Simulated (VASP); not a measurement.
# B7As7H20 in VASP: single point with PBE

Aim: the single point of B7As7H20 with PBE.

Program: VASP 6.6.1. These are calculated values, not measurements. Logs are shortened: lines on timing, memory, paths and dates and some standing lists are left out, and cuts for length are marked.

## 1. The cell of the first run

The cell holds a cluster in a box, 34 atoms: a = 15.100 Å, b = 15.400 Å, c = 15.700 Å, α = 90.00°, β = 90.00°, γ = 90.00°.

## 2. Single point, PBE

INCAR

```
SYSTEM = B7As7H20
PREC = Accurate
ENCUT = 520
EDIFF = 1E-6
ISMEAR = 0
SIGMA = 0.05
LREAL = Auto
LASPH = .True.
NELM = 120
ALGO = Normal
ISIF = 2
LWAVE = .False.
LCHARG = .False.
GGA = PE
NBANDS = 96
GGA_COMPAT = .False.
```

KPOINTS

```
regular mesh
0
Gamma
  1 1 1
  0 0 0
```

POSCAR

```
B7As7H20
1.0
   15.1000000000      0.0000000000      0.0000000000
    0.0000000000     15.4000000000      0.0000000000
    0.0000000000      0.0000000000     15.7000000000
B As H
7 7 20
Direct
    0.3847838290      0.3870354861      0.3892007754
    0.3875009551      0.5469444222      0.5460507646
    0.7095373028      0.5468159963      0.5459167428
    0.5478803356      0.3896974277      0.5460570310
    0.5477468784      0.7054519686      0.5459120261
    0.5478858576      0.5469563228      0.3918102990
    0.5477426711      0.5468070196      0.7015224827
    0.4673486616      0.4679872050      0.3205604594
    0.4706613784      0.4712382803      0.6207499753
    0.4673482041      0.3170494666      0.4686009835
    0.4706622485      0.6230993914      0.4717939575
    0.3133971235      0.4679859981      0.4686002132
    0.6255419122      0.4712407510      0.4717954355
    0.6231107928      0.6207140567      0.6184086715
    0.3389310776      0.3420602231      0.3450709400
    0.4098813080      0.5176709543      0.2578859239
    0.5180194534      0.4116331017      0.2578888359
    0.4098166678      0.4115700923      0.6716695694
    0.3390469495      0.5907586489      0.5890248875
    0.7512162014      0.4970982516      0.5898754483
    0.7512134990      0.5916305693      0.4971452434
    0.4098773138      0.2531599931      0.5173327433
    0.5180174003      0.2531661549      0.4133150448
    0.4098206440      0.6750115225      0.4132578083
    0.5925675805      0.3421843570      0.5890281435
    0.4970447521      0.7463169392      0.5898724828
    0.5934539364      0.7463104118      0.4971397692
    0.2482463221      0.4116264602      0.5173291761
    0.2482500478      0.5176657278      0.4133121581
    0.6784875276      0.4115778852      0.4132617353
    0.5925708950      0.5907656253      0.3452018621
    0.4970399729      0.5916250995      0.7416020145
    0.5934516291      0.4970879413      0.7415980678
    0.6811625013      0.6776331209      0.6742391455
```

Potentials or basis: VASP PAW PBE potentials, release 64 (B, As_d, H).

Launch:

```
cat potpaw_PBE.64/B/POTCAR potpaw_PBE.64/As_d/POTCAR potpaw_PBE.64/H/POTCAR > POTCAR
mpirun -np 1 vasp_gam > vasp.out
```

OUTCAR:

```text
SYSTEM = B7As7H20
   PREC = Accurate
   ENCUT = 520
   EDIFF = 1E-6
   ISMEAR = 0
   LREAL = Auto
   LASPH = .True.
   NELM = 120
   ISIF = 2
   GGA = PE

 ion  position               nearest neighbor table
   1  0.385  0.387  0.389-  15 1.20   8 2.07  10 2.07  12 2.07
   2  0.388  0.547  0.546-  19 1.20  12 2.05  11 2.08   9 2.08
   3  0.710  0.547  0.546-  20 1.21  21 1.21  14 2.07  13 2.08
   4  0.548  0.390  0.546-  25 1.20  10 2.05  13 2.08   9 2.08
   5  0.548  0.705  0.546-  26 1.21  27 1.21  14 2.07  11 2.08
   6  0.548  0.547  0.392-  31 1.20   8 2.05  13 2.08  11 2.08
   7  0.548  0.547  0.702-  32 1.21  33 1.21  14 2.07   9 2.08
   8  0.467  0.468  0.321-  16 1.52  17 1.52   6 2.05   1 2.07
   9  0.471  0.471  0.621-  18 1.53   2 2.08   4 2.08   7 2.08
  10  0.467  0.317  0.469-  22 1.52  23 1.52   4 2.05   1 2.07
  11  0.471  0.623  0.472-  24 1.53   2 2.08   6 2.08   5 2.08
  12  0.313  0.468  0.469-  28 1.52  29 1.52   2 2.05   1 2.07
  13  0.626  0.471  0.472-  30 1.53   4 2.08   6 2.08   3 2.08
  14  0.623  0.621  0.618-  34 1.52   7 2.07   5 2.07   3 2.07
  15  0.339  0.342  0.345-   1 1.20
  16  0.410  0.518  0.258-   8 1.52
  17  0.518  0.412  0.258-   8 1.52
  18  0.410  0.412  0.672-   9 1.53
  19  0.339  0.591  0.589-   2 1.20
  20  0.751  0.497  0.590-   3 1.21
[... 12 lines left out ...]
  33  0.593  0.497  0.742-   7 1.21
  34  0.681  0.678  0.674-  14 1.52

  LATTYP: Found a simple orthorhombic cell.
 ALAT       =    15.1000000000
 B/A-ratio  =     1.0198675497
 C/A-ratio  =     1.0397350993

  Lattice vectors:

 A1 = (  15.1000000000,   0.0000000000,   0.0000000000)
 A2 = (   0.0000000000,  15.4000000000,   0.0000000000)
 A3 = (   0.0000000000,   0.0000000000,  15.7000000000)

Analysis of symmetry for initial positions (statically):
=====================================================================
 Subroutine PRICEL returns:
 Original cell was already a primitive cell.

 Routine SETGRP: Setting up the symmetry group for a
 simple orthorhombic supercell.

 Subroutine GETGRP returns: Found  1 space group operations
 (whereof  1 operations were pure point group operations)
 out of a pool of  8 trial point group operations.

The static configuration has the point symmetry C_1 .

Analysis of symmetry for dynamics (positions and initial velocities):
=====================================================================
 Subroutine PRICEL returns:
 Original cell was already a primitive cell.

 Routine SETGRP: Setting up the symmetry group for a
 simple orthorhombic supercell.

 Subroutine GETGRP returns: Found  1 space group operations
 (whereof  1 operations were pure point group operations)
 out of a pool of  8 trial point group operations.

The dynamic configuration has the point symmetry C_1 .

 Subroutine INISYM returns: Found  1 space group operations
 (whereof  1 operations are pure point group operations),
 and found     1 'primitive' translations

----------------------------------------------------------------------------------------

                                     Primitive cell

  volume of cell :    3650.8780

  direct lattice vectors                    reciprocal lattice vectors
    15.100000000  0.000000000  0.000000000     0.066225166  0.000000000  0.000000000
     0.000000000 15.400000000  0.000000000     0.000000000  0.064935065  0.000000000
     0.000000000  0.000000000 15.700000000     0.000000000  0.000000000  0.063694268

  length of vectors
    15.100000000 15.400000000 15.700000000     0.066225166  0.064935065  0.063694268

  position of ions in fractional coordinates (direct lattice)
     0.384783829  0.387035486  0.389200775
     0.387500955  0.546944422  0.546050765
     0.709537303  0.546815996  0.545916743
     0.547880336  0.389697428  0.546057031
     0.547746878  0.705451969  0.545912026
     0.547885858  0.546956323  0.391810299
[... 26 lines left out ...]
     0.593451629  0.497087941  0.741598068
     0.681162501  0.677633121  0.674239146

  ion indices of the primitive-cell ions
   primitive index   ion index
                 1           1
                 2           2
                 3           3
                 4           4
                 5           5
                 6           6
[... 26 lines left out ...]
                33          33
                34          34

----------------------------------------------------------------------------------------

 KPOINTS: regular mesh

Automatic generation of k-mesh.
 Grid dimensions read from file:
 generate k-points for:    1    1    1

 Generating k-lattice:

  Cartesian coordinates                     Fractional coordinates (reciprocal lattice)
     0.066225166  0.000000000  0.000000000     1.000000000  0.000000000  0.000000000
     0.000000000  0.064935065  0.000000000     0.000000000  1.000000000  0.000000000
     0.000000000  0.000000000  0.063694268     0.000000000  0.000000000  1.000000000

  Length of vectors
     0.066225166  0.064935065  0.063694268

  Shift w.r.t. Gamma in fractional coordinates (k-lattice)
     0.000000000  0.000000000  0.000000000

 Subroutine IBZKPT returns following result:
 ===========================================

 Found      1 irreducible k-points:

 Following reciprocal coordinates:
            Coordinates               Weight
  0.000000  0.000000  0.000000      1.000000
   k-points           NKPTS =      1   k-points in BZ     NKDIM =      1   number of bands    NBANDS=     96
   number of dos      NEDOS =    301   number of ions     NIONS =     34
   total plane-waves  NPLWV = ******
   dimension x,y,z NGX =   112 NGY =  120 NGZ =  120
   dimension x,y,z NGXF=   224 NGYF=  240 NGZF=  240
   ions per type =               7   7  20
   NGX,Y,Z   is equivalent  to a cutoff of  12.33, 12.95, 12.71 a.u.
   NGXF,Y,Z  is equivalent  to a cutoff of  24.66, 25.91, 25.41 a.u.
 SYSTEM =  B7As7H20
   PREC   = accura    normal or accurate (medium, high low for compatibility)
   ISTART =      0    job   : 0-new  1-cont  2-samecut
   ICHARG =      2    charge: 1-file 2-atom 10-const
   ISPIN  =      1    spin polarized calculation?
   LNONCOLLINEAR =      F non collinear calculations
   LSORBIT =      F    spin-orbit coupling
   LASPH  =      T    aspherical Exc in radial PAW
   ENCUT  =  520.0 eV  38.22 Ry    6.18 a.u.  28.08 28.63 29.19*2*pi/ulx,y,z
   NELM   =    120;   NELMIN=  2; NELMDL= -5     # of ELM steps
   EDIFF  = 0.1E-05   stopping-criterion for ELM
   LREAL  =      T    real-space projection
   EDIFFG = 0.1E-04   stopping-criterion for IOM
   NSW    =      0    number of steps for IOM
   IBRION =     -1    ionic relax: 0-MD 1-quasi-New 2-CG
   NFREE  =      0    steps in history (QN), initial steepest desc. (CG)
   ISIF   =      2    stress and relaxation
   ISYM   =      2    0-nonsym 1-usesym 2-fastsym
   POTIM  = 0.5000    time-step for ionic-motion
   TEBEG  =    0.0;   TEEND  =   0.0 temperature during run
   PSTRESS=    0.0 pullay stress
   NELECT =     146.0000    total number of electrons
   NUPDOWN=      -1.0000    fix difference up-down
   EMIN   =  10.00;   EMAX   =-10.00  energy-range for DOS
   EFERMI =   0.00;   METHOD = LEGACY
   ISMEAR =     0;   SIGMA  =   0.05  broadening in eV -4-tet -1-fermi 0-gaus
   EFERMI_NEDOS =   21; number of points for ismear=-14 and -15
   IALGO  =     38    algorithm
   IMIX   =      4    mixing-type and parameters
     AMIX     =   0.40;   BMIX     =  1.00
     AMIX_MAG =   1.60;   BMIX_MAG =  1.00
  volume/ion in A,a.u.               =     107.38       724.63
  Fermi-wavevector in a.u.,A,eV,Ry     =   0.559835  1.057935  4.264272  0.313415
  Thomas-Fermi vector in A             =   1.595453
   LORBIT       =      0    0 simple, 1 ext, 2 COOP (PROOUT), +10 PAW based schemes
   GGA     = PE    functional components
   LHFCALC =     F    Hartree Fock is set to
   AEXX    =    0.0000 exact exchange contribution
   IVDW    =     0    specifies the selected vdW correction
   LEPSILON=     F    determine dielectric tensor
   LRPA    =     F    only Hartree local field effects (RPA)
 non-spin polarized calculation
 Gauss-broadening in eV      SIGMA  =   0.05
  energy-cutoff  :      520.00
  volume of cell :     3650.88
 maximum number of plane-waves:     49146
   NGX = 57   NGY = 57   NGZ = 59

 number of electron     146.0000020 magnetization

 Free energy of the ion-electron system (eV)
  ---------------------------------------------------
  ext. energy  EPLUGINS =         0.00000000
  ---------------------------------------------------
  free energy    TOTEN  =      -146.94702773 eV

  energy without entropy =     -146.94702773  energy(sigma->0) =     -146.94702773

 E-fermi :  -4.9929     XC(G=0):  -1.3783

 val. band max:       -5.3542023394   @ k =   0.0000   0.0000   0.0000
 cond. band min:      -1.4282398205   @ k =   0.0000   0.0000   0.0000
 fundamental gap:      3.9259625189
 Fermi energy:        -4.9929173179

 k-point     1 :       0.0000    0.0000    0.0000
  band No.  band energies     occupation
      1     -40.6078      2.00000
      2     -40.6056      2.00000
      3     -40.6010      2.00000
      4     -40.5806      2.00000
      5     -40.5775      2.00000
      6     -40.5753      2.00000
[... 77 lines left out ...]
     84       0.2978      0.00000
     85       0.3039      0.00000
 [bands above 85 left out]

------------------------ aborting loop because EDIFF is reached ----------------------------------------

  FORCE on cell =-STRESS in cart. coord.  units (eV):
  Direction    XX          YY          ZZ          XY          YZ          ZX
  --------------------------------------------------------------------------------------
  -------------------------------------------------------------------------------------
  Total       -0.6063993     -0.6172670     -0.6125275      0.0302765      0.0339398      0.0296549
  in kB       -0.2661166     -0.2708858     -0.2688059      0.0132868      0.0148944      0.0130140
  external PRESSURE =      -0.2686028 kB  Pullay stress =       0.0000000 kB

 VOLUME and BASIS-vectors are now :
 -----------------------------------------------------------------------------
  energy-cutoff  :      520.00
  volume of cell :     3650.88
      direct lattice vectors                 reciprocal lattice vectors
    15.100000000  0.000000000  0.000000000     0.066225166  0.000000000  0.000000000
     0.000000000 15.400000000  0.000000000     0.000000000  0.064935065  0.000000000
     0.000000000  0.000000000 15.700000000     0.000000000  0.000000000  0.063694268

 POSITION                                       TOTAL-FORCE (eV/Angst)
 -----------------------------------------------------------------------------------
      5.81024      5.96035      6.11045         0.026880      0.024516      0.026143
      5.85126      8.42294      8.57300         0.005118     -0.024627     -0.023865
     10.71401      8.42097      8.57089        -0.017311      0.000817      0.001668
      8.27299      6.00134      8.57310        -0.023245      0.004599     -0.023302
      8.27098     10.86396      8.57082         0.001434     -0.018183      0.001653
      8.27308      8.42313      6.15142        -0.024959     -0.023683      0.004896
[... 26 lines left out ...]
      8.96112      7.65515     11.64309         0.005798     -0.001208      0.005037
     10.28555     10.43555     10.58555        -0.021860     -0.021923     -0.021862
 -----------------------------------------------------------------------------------
    total drift:                                0.000719      0.006205     -0.004730

  FREE ENERGIE OF THE ION-ELECTRON SYSTEM (eV)
  ---------------------------------------------------
  free  energy   TOTEN  =      -146.9470277309 eV

  energy  without entropy=     -146.9470277309  energy(sigma->0) =     -146.94702773
```

It took 12 min on 1 thread of Intel Xeon 6975P-C (Granite Rapids), shared host; peak memory 2.4 GiB.

What came out:

| Quantity | Value |
| --- | --- |
| Free energy | -146.9470 eV |
| Largest force | 0.045 eV/Å |
| Gap between the frontier levels | 3.93 eV |

Forces on the atoms (eV/Å):
```
B    0.027  0.025  0.026
B    0.005 -0.025 -0.024
B   -0.017  0.001  0.002
B   -0.023  0.005 -0.023
B    0.001 -0.018  0.002
B   -0.025 -0.024  0.005
B    0.002  0.003 -0.018
As  -0.008  0.003 -0.042
As  -0.023 -0.025  0.028
As  -0.003 -0.043 -0.002
As  -0.021  0.025 -0.028
As  -0.039 -0.002  0.001
As   0.029 -0.017 -0.026
As   0.015  0.017  0.016
H   -0.009 -0.009 -0.009
H    0.022 -0.019  0.026
H   -0.019  0.022  0.026
H    0.021  0.021 -0.023
H   -0.007  0.011  0.011
H    0.005 -0.001  0.006
H    0.005  0.005 -0.001
H    0.022  0.026 -0.018
H   -0.019  0.025  0.022
H    0.021 -0.023  0.022
H    0.011 -0.008  0.011
H   -0.001  0.005  0.006
H    0.006  0.005 -0.001
H    0.026  0.022 -0.018
H    0.026 -0.019  0.022
H   -0.023  0.021  0.021
H    0.011  0.011 -0.007
H    0.000  0.006  0.005
H    0.006 -0.001  0.005
H   -0.022 -0.022 -0.022
```

Levels at points of the mesh, in eV from the valence-band top:
```
           k point  band 69  band 70  band 71  band 72  band 73  band 74  band 75  band 76  band 77  band 78
(0.00, 0.00, 0.00)    -0.77    -0.74    -0.31     0.00     0.00     3.93     3.99     3.99     4.29     4.66
```
